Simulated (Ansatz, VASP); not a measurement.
**One calculation of Ni, two programs**

```
Ni
1.0
     0.00000    1.73167    1.73167
     1.73167    0.00000    1.73167
     1.73167    1.73167    0.00000
Ni
1
Direct
  0.00000 0.00000 0.00000
```

Alike in both runs: functional PBEsol; k mesh 19 × 19 × 19; occupations fermi-dirac, width 0.05 eV; collinear spin.

Ansatz relaxed the structure, and its values are those at the end. VASP's run is a single point on that final structure, the one shown.

```csv
,VASP,Ansatz
version,VASP 6.6.1,Ansatz 0.2.0
potentials or method,"VASP PAW PBE potentials, release 64 (Ni)","PAW with Ansatz's default frozen-core files, scalar-relativistic"
plane-wave cutoff (eV),520,420
valence electrons in the cell,10,18
```

VASP gave:

| Quantity | Value |
| --- | --- |
| pressure (GPa) | -0.1 |
| net moment per atom (μB) | 0.60 |
| size of the moment on the site where the two differ most (μB) | 0.60 |

**Question.** Estimate Ansatz's values.

**Answer.** Pressure (GPa): 0.0; net moment per atom (μB): 0.62; size of the moment on the site where the two differ most (μB): 0.65.

VASP's potentials were made for PBE, not for PBEsol. Site moments also hang on the region over which each program counts them. The functional is the same, so the differences come from potentials, cutoffs and numerics. VASP's potentials hold 10 valence electrons a cell and Ansatz's 18, so a difference there can come from the potentials and not from the codes.
